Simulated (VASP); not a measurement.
# CaO (P1) in VASP: relaxation of cell and atoms with PBE

Aim: the relaxation of cell and atoms of CaO with PBE.

Everything below comes from runs of VASP 6.6.1. Logs are shortened: lines on timing, memory, paths and dates and some standing lists are left out, and cuts for length are marked.

### 1 The cell of the first run

The typed cell holds 8 atoms: a = 2.950 Å, b = 6.746 Å, c = 6.505 Å, α = 121.89°, β = 88.84°, γ = 91.35°.

### 2 Relaxation of cell and atoms, PBE

File INCAR:

```
  PREC = Accurate
  ENCUT = 600
  EDIFF = 1E-6
  ISMEAR = 0
  SIGMA = 0.1
  LREAL = False
  LASPH = True
  NELM = 60
  ALGO = Normal
  ISIF = 3
  LWAVE = False
  LCHARG = False
  GGA = PE
  IBRION = 2
  NSW = 80
  EDIFFG = -0.025
```

File KPOINTS:

```
regular mesh
0
Gamma
  4 3 3
```

File POSCAR:

```
CaO
1.0
   -0.0353781622      0.0138101456      2.9497640761
    6.7457600447     -0.0372795389     -0.0778763213
   -3.4051650501      5.5422741063      0.0652650197
Ca O
4 4
Direct
    0.5223239675      0.1563090412      0.3122499876
    0.5293766202      0.1594825194      0.8636643984
    0.4294775213      0.6481703622      0.3479982571
    0.5413903461      0.6813562967      0.8081948988
    0.0062172041      0.3556650732      0.1921789762
   -0.0416560082      0.3217791587      0.6518287585
    0.0505670597      0.8464630425      0.1498433626
   -0.0376967105      0.8307745062      0.6740413609
```

Potentials or basis: VASP PAW PBE potentials, release 64 (Ca_sv, O).

Started as:

```bash
cat potpaw_PBE.64/Ca_sv/POTCAR potpaw_PBE.64/O/POTCAR > POTCAR
mpirun -np 1 vasp_std > vasp.out
```

OUTCAR:

```text
PREC = Accurate
   ENCUT = 600
   EDIFF = 1E-6
   ISMEAR = 0
   LREAL = False
   LASPH = True
   NELM = 60
   ISIF = 3
   GGA = PE
   IBRION = 2
   NSW = 80
   EDIFFG = -0.025

 ion  position               nearest neighbor table
   1  0.522  0.156  0.312-   7 2.24   6 2.29   5 2.33   7 2.38   5 2.45   6 2.50   2 2.93   4 3.15

   2  0.529  0.159  0.864-   8 2.29   5 2.31   5 2.38   6 2.48   8 2.50   1 2.93   4 3.05   3 3.15

   3  0.429  0.648  0.348-   5 2.07   8 2.26   8 2.40   5 2.41   4 2.91   2 3.15
   4  0.541  0.681  0.808-   8 2.04   7 2.37   8 2.40   7 2.42   6 2.43   3 2.91   2 3.05   1 3.15

   5  0.006  0.356  0.192-   3 2.07   2 2.31   1 2.33   2 2.38   3 2.41   1 2.45
   6  0.958  0.322  0.652-   1 2.29   4 2.43   2 2.48   1 2.50
   7  0.051  0.846  0.150-   1 2.24   4 2.37   1 2.38   4 2.42
   8  0.962  0.831  0.674-   4 2.04   3 2.26   2 2.29   4 2.40   3 2.40   2 2.50

  LATTYP: Found a triclinic cell.
 ALAT       =     6.7463125532
 B/A-ratio  =     0.9544931179
 C/A-ratio  =     0.4372771830
 COS(alpha) =     0.0041777022
 COS(beta)  =     0.0235600317
 COS(gamma) =     0.5140375951

  Lattice vectors:

 A1 = (  -6.7457600447,   0.0372795389,   0.0778763213)
 A2 = (  -3.3405949946,  -5.5049945674,   0.0126113016)
 A3 = (  -0.0353781622,   0.0138101456,   2.9497640761)

Analysis of symmetry for initial positions (statically):
=====================================================================
 Subroutine PRICEL returns:
 Original cell was already a primitive cell.

 Routine SETGRP: Setting up the symmetry group for a
 triclinic supercell.

 Subroutine GETGRP returns: Found  1 space group operations
 (whereof  1 operations were pure point group operations)
 out of a pool of  2 trial point group operations.

The static configuration has the point symmetry C_1 .

Analysis of symmetry for dynamics (positions and initial velocities):
=====================================================================
 Subroutine PRICEL returns:
 Original cell was already a primitive cell.

 Routine SETGRP: Setting up the symmetry group for a
 triclinic supercell.

 Subroutine GETGRP returns: Found  1 space group operations
 (whereof  1 operations were pure point group operations)
 out of a pool of  2 trial point group operations.

The dynamic configuration has the point symmetry C_1 .

 Subroutine INISYM returns: Found  1 space group operations
 (whereof  1 operations are pure point group operations),
 and found     1 'primitive' translations

----------------------------------------------------------------------------------------

                                     Primitive cell

  volume of cell :     109.8903

  direct lattice vectors                    reciprocal lattice vectors
    -0.035378162  0.013810146  2.949764076     0.003905520 -0.001593229  0.339064463
     6.745760045 -0.037279539 -0.077876321     0.148761940  0.091383145  0.001356349
    -3.405165050  5.542274106  0.065265020     0.000990900  0.181050000 -0.000835752

  length of vectors
     2.950008549  6.746312553  6.505091145     0.339090698  0.174593337  0.181054640

  position of ions in fractional coordinates (direct lattice)
     0.522323968  0.156309041  0.312249988
     0.529376620  0.159482519  0.863664398
     0.429477521  0.648170362  0.347998257
     0.541390346  0.681356297  0.808194899
     0.006217204  0.355665073  0.192178976
     0.958343992  0.321779159  0.651828759
     0.050567060  0.846463042  0.149843363
     0.962303289  0.830774506  0.674041361

  ion indices of the primitive-cell ions
   primitive index   ion index
                 1           1
                 2           2
                 3           3
                 4           4
                 5           5
                 6           6
                 7           7
                 8           8

----------------------------------------------------------------------------------------

 KPOINTS: regular mesh

Automatic generation of k-mesh.
 Grid dimensions read from file:
 generate k-points for:    4    3    3

 Generating k-lattice:

  Cartesian coordinates                     Fractional coordinates (reciprocal lattice)
     0.000976380 -0.000398307  0.084766116     0.250000000  0.000000000 -0.000000000
     0.049587313  0.030461048  0.000452116     0.000000000  0.333333333  0.000000000
     0.000330300  0.060350000 -0.000278584     0.000000000 -0.000000000  0.333333333

  Length of vectors
     0.084772675  0.058197779  0.060351547

  Shift w.r.t. Gamma in fractional coordinates (k-lattice)
     0.000000000  0.000000000  0.000000000

 Subroutine IBZKPT returns following result:
 ===========================================

 Found     19 irreducible k-points:

 Following reciprocal coordinates:
            Coordinates               Weight
  0.000000  0.000000  0.000000      1.000000
  0.250000 -0.000000  0.000000      2.000000
  0.500000 -0.000000  0.000000      1.000000
  0.000000  0.333333  0.000000      2.000000
  0.250000  0.333333  0.000000      2.000000
  0.500000  0.333333  0.000000      2.000000
[... 11 lines left out ...]
  0.500000 -0.333333  0.333333      2.000000
 -0.250000 -0.333333  0.333333      2.000000
   k-points           NKPTS =     19   k-points in BZ     NKDIM =     19   number of bands    NBANDS=     38
   number of dos      NEDOS =    301   number of ions     NIONS =      8
   total plane-waves  NPLWV =  69984
   dimension x,y,z NGX =    24 NGY =   54 NGZ =   54
   dimension x,y,z NGXF=    48 NGYF=  108 NGZF=  108
   ions per type =               4   4
   NGX,Y,Z   is equivalent  to a cutoff of  13.53, 13.31, 13.80 a.u.
   NGXF,Y,Z  is equivalent  to a cutoff of  27.05, 26.61, 27.60 a.u.
 SYSTEM =  unknown system
   PREC   = accura    normal or accurate (medium, high low for compatibility)
   ISTART =      0    job   : 0-new  1-cont  2-samecut
   ICHARG =      2    charge: 1-file 2-atom 10-const
   ISPIN  =      1    spin polarized calculation?
   LNONCOLLINEAR =      F non collinear calculations
   LSORBIT =      F    spin-orbit coupling
   LASPH  =      T    aspherical Exc in radial PAW
   ENCUT  =  600.0 eV  44.10 Ry    6.64 a.u.   5.89 13.47 12.99*2*pi/ulx,y,z
   NELM   =     60;   NELMIN=  2; NELMDL= -5     # of ELM steps
   EDIFF  = 0.1E-05   stopping-criterion for ELM
   LREAL  =      F    real-space projection
   EDIFFG = -.3E-01   stopping-criterion for IOM
   NSW    =     80    number of steps for IOM
   IBRION =      2    ionic relax: 0-MD 1-quasi-New 2-CG
   NFREE  =      1    steps in history (QN), initial steepest desc. (CG)
   ISIF   =      3    stress and relaxation
   ISYM   =      2    0-nonsym 1-usesym 2-fastsym
   POTIM  = 0.5000    time-step for ionic-motion
   TEBEG  =    0.0;   TEEND  =   0.0 temperature during run
   PSTRESS=    0.0 pullay stress
   NELECT =      64.0000    total number of electrons
   NUPDOWN=      -1.0000    fix difference up-down
   EMIN   =  10.00;   EMAX   =-10.00  energy-range for DOS
   EFERMI =   0.00;   METHOD = LEGACY
   ISMEAR =     0;   SIGMA  =   0.10  broadening in eV -4-tet -1-fermi 0-gaus
   EFERMI_NEDOS =   21; number of points for ismear=-14 and -15
   IALGO  =     38    algorithm
   IMIX   =      4    mixing-type and parameters
     AMIX     =   0.40;   BMIX     =  1.00
     AMIX_MAG =   1.60;   BMIX_MAG =  1.00
  volume/ion in A,a.u.               =      13.74        92.70
  Fermi-wavevector in a.u.,A,eV,Ry     =   1.367146  2.583532 25.430499  1.869089
  Thomas-Fermi vector in A             =   2.493225
   LORBIT       =      0    0 simple, 1 ext, 2 COOP (PROOUT), +10 PAW based schemes
   GGA     = PE    functional components
   LHFCALC =     F    Hartree Fock is set to
   AEXX    =    0.0000 exact exchange contribution
   IVDW    =     0    specifies the selected vdW correction
   LEPSILON=     F    determine dielectric tensor
   LRPA    =     F    only Hartree local field effects (RPA)
 conjugate gradient relaxation of ions
 non-spin polarized calculation
 Gauss-broadening in eV      SIGMA  =   0.10
  energy-cutoff  :      600.00
  volume of cell :      109.89
 maximum number of plane-waves:      3686
   NGX = 11   NGY = 27   NGZ = 25

--------------------------------------- Ionic step        1  -------------------------------------------

 number of electron      64.0000002 magnetization

 Free energy of the ion-electron system (eV)
  ---------------------------------------------------
  ext. energy  EPLUGINS =         0.00000000
  ---------------------------------------------------
  free energy    TOTEN  =       -47.49988015 eV

  energy without entropy =      -47.49988015  energy(sigma->0) =      -47.49988015

------------------------ aborting loop because EDIFF is reached ----------------------------------------

  FORCE on cell =-STRESS in cart. coord.  units (eV):
  Direction    XX          YY          ZZ          XY          YZ          ZX
  --------------------------------------------------------------------------------------
  -------------------------------------------------------------------------------------
  Total        3.9693224      6.6269278      9.0353712      0.8517875      0.0636275      2.8804127
  in kB       57.8718615     96.6191723    131.7337566     12.4188769      0.9276747     41.9957939
  external PRESSURE =      95.4082635 kB  Pullay stress =       0.0000000 kB
[... 27 lines left out ...]
  energy  without entropy=      -47.4998801545  energy(sigma->0) =      -47.49988015

--------------------------------------- Ionic step        2  -------------------------------------------

 number of electron      64.0000008 magnetization

 E-fermi :   2.6849     XC(G=0):  -9.9365

 val. band max:        2.1322409272   @ k =   0.0000   0.0000   0.0000
 cond. band min:       5.2157448508   @ k =   0.0000   0.0000   0.0000
 fundamental gap:      3.0835039236
 Fermi energy:         2.6848990144

 k-point     1 :       0.0000    0.0000    0.0000
  band No.  band energies     occupation
      1     -36.6422      2.00000
      2     -36.5618      2.00000
      3     -36.3990      2.00000
      4     -36.1597      2.00000
      5     -18.1397      2.00000
      6     -18.0294      2.00000
[... 845 lines left out ...]
  FREE ENERGIE OF THE ION-ELECTRON SYSTEM (eV)
  ---------------------------------------------------
  free  energy   TOTEN  =       -48.8490308933 eV

  energy  without entropy=      -48.8490308933  energy(sigma->0) =      -48.84903089

[... ionic steps 4 to 20 ...]

--------------------------------------- Ionic step       21  -------------------------------------------

 number of electron      63.9999994 magnetization

------------------------ aborting loop because EDIFF is reached ----------------------------------------

  FORCE on cell =-STRESS in cart. coord.  units (eV):
  Direction    XX          YY          ZZ          XY          YZ          ZX
  --------------------------------------------------------------------------------------
  -------------------------------------------------------------------------------------
  Total       -0.0166230      0.0062240     -0.1025429     -0.0725834      0.0096196      0.0216674
  in kB       -0.2341086      0.0876551     -1.4441570     -1.0222244      0.1354769      0.3051520
  external PRESSURE =      -0.5302035 kB  Pullay stress =       0.0000000 kB
[... 69 lines left out ...]
  energy  without entropy=      -49.2107818177  energy(sigma->0) =      -49.21078182

--------------------------------------- Ionic step       23  -------------------------------------------

 number of electron      63.9999989 magnetization

 Free energy of the ion-electron system (eV)
  ---------------------------------------------------
  ext. energy  EPLUGINS =         0.00000000
  ---------------------------------------------------
  free energy    TOTEN  =       -49.21108848 eV

  energy without entropy =      -49.21108848  energy(sigma->0) =      -49.21108848

 E-fermi :   3.1443     XC(G=0): -10.3317

 val. band max:        2.6655052707   @ k =   0.0000   0.0000   0.0000
 cond. band min:       5.9719894774   @ k =   0.0000   0.0000   0.0000
 fundamental gap:      3.3064842068
 Fermi energy:         3.1443109274

 k-point     1 :       0.0000    0.0000    0.0000
  band No.  band energies     occupation
      1     -35.7784      2.00000
      2     -35.6901      2.00000
      3     -35.6881      2.00000
      4     -35.6810      2.00000
      5     -17.4745      2.00000
      6     -17.4710      2.00000
[... 803 lines left out ...]
  FREE ENERGIE OF THE ION-ELECTRON SYSTEM (eV)
  ---------------------------------------------------
  free  energy   TOTEN  =       -49.2110884775 eV

  energy  without entropy=      -49.2110884775  energy(sigma->0) =      -49.21108848

 reached required accuracy - stopping structural energy minimisation
```

Wall time 23 min (1 thread of Intel Xeon Platinum 8259CL at 2.50GHz (Skylake/Cascade Lake), shared host); peak memory 0.31 GiB.

Results:

- Free energy: -49.2111 eV
- Relaxed volume: 14.21 Å³/atom
- Relaxed cell: a = 3.005 Å, b = 6.610 Å, c = 6.614 Å, α = 120.06°, β = 89.90°, γ = 90.35°
- Space group after relaxing (to 0.05 Å): Pmn2_1 (No. 31)
- Energy gained by relaxing: 213.9 meV/atom
- Ionic steps: 23
- Pressure after relaxing: 0.0 GPa
- Largest force after relaxing: 0.024 eV/Å
- Band gap on the k mesh: 3.31 eV, direct

Forces in eV/Å, atoms in the order of the input:
```
Ca   0.008  0.002 -0.012
Ca  -0.010  0.014  0.011
Ca  -0.020 -0.002  0.014
Ca   0.001 -0.007 -0.015
O    0.008  0.014 -0.001
O    0.004 -0.005 -0.011
O    0.016 -0.006  0.017
O   -0.006 -0.009 -0.003
```

Stress tensor (GPa, compression positive):
```
0.01 0.08 0.06
0.08 0.02 0.01
0.06 0.01 0.03
```

Step by step:
| step | energy change (eV) | largest force (eV/Å) | pressure (GPa) | volume (Å³) |
| --- | --- | --- | --- | --- |
| 1 | 0.0000 | 4.6976 | 9.54 | 109.89 |
| 2 | -1.3247 | 0.5713 | -5.57 | 123.36 |
| 3 | -1.3492 | 0.7706 | -4.19 | 121.33 |
| 4 | -1.5482 | 0.6191 | -0.51 | 115.87 |
| 5 | -1.5607 | 0.6378 | 0.83 | 114.23 |
| 6 | -1.6197 | 0.4157 | 0.50 | 114.12 |
| 7 | -1.6440 | 0.3643 | 0.31 | 113.96 |
| 8 | -1.6750 | 0.2474 | -0.22 | 114.50 |
| 9 | -1.6813 | 0.1990 | -0.56 | 114.87 |
| 10 | -1.6988 | 0.1119 | -0.03 | 113.99 |
| 11 | -1.6996 | 0.0982 | 0.14 | 113.76 |
| 12 | -1.7030 | 0.0700 | 0.00 | 113.90 |
| 13 | -1.7038 | 0.0967 | -0.09 | 114.00 |
| 14 | -1.7064 | 0.0488 | -0.05 | 113.89 |
| 15 | -1.7067 | 0.0542 | -0.02 | 113.83 |
| 16 | -1.7077 | 0.0495 | 0.03 | 113.75 |
| 17 | -1.7083 | 0.0709 | 0.22 | 113.52 |
| 18 | -1.7086 | 0.0512 | 0.16 | 113.60 |
| 19 | -1.7092 | 0.0517 | 0.07 | 113.66 |
| 20 | -1.7100 | 0.0530 | -0.10 | 113.83 |
| 21 | -1.7104 | 0.0432 | -0.05 | 113.76 |
| 22 | -1.7109 | 0.0429 | 0.11 | 113.58 |
| 23 | -1.7112 | 0.0239 | 0.02 | 113.67 |

Final structure:
```
Ca O
1.0
    -0.00982   -0.00206    3.00451
     6.60948   -0.00507   -0.01929
    -3.30852    5.72674    0.00466
Ca O
4 4
Direct
  0.50507 0.16657 0.33313
  0.49722 0.16686 0.83302
  0.49121 0.66688 0.33347
  0.50669 0.66684 0.83353
  0.99796 0.33274 0.16614
  0.00438 0.33353 0.66660
  0.99880 0.83295 0.16712
  0.99867 0.83362 0.66699
```

Levels at points of the mesh, in eV from the valence-band top:
| k point | band 30 | band 31 | band 32 | band 33 | band 34 | band 35 |
| --- | --- | --- | --- | --- | --- | --- |
| (0.00, 0.00, 0.00) | -0.51 | -0.50 | 0.00 | 3.31 | 3.74 | 3.75 |
| (0.50, 0.00, 0.00) | -1.26 | -0.52 | -0.51 | 5.05 | 5.06 | 5.07 |

Caveat: the k points lie up to 0.52 Å⁻¹ apart in the final cell.
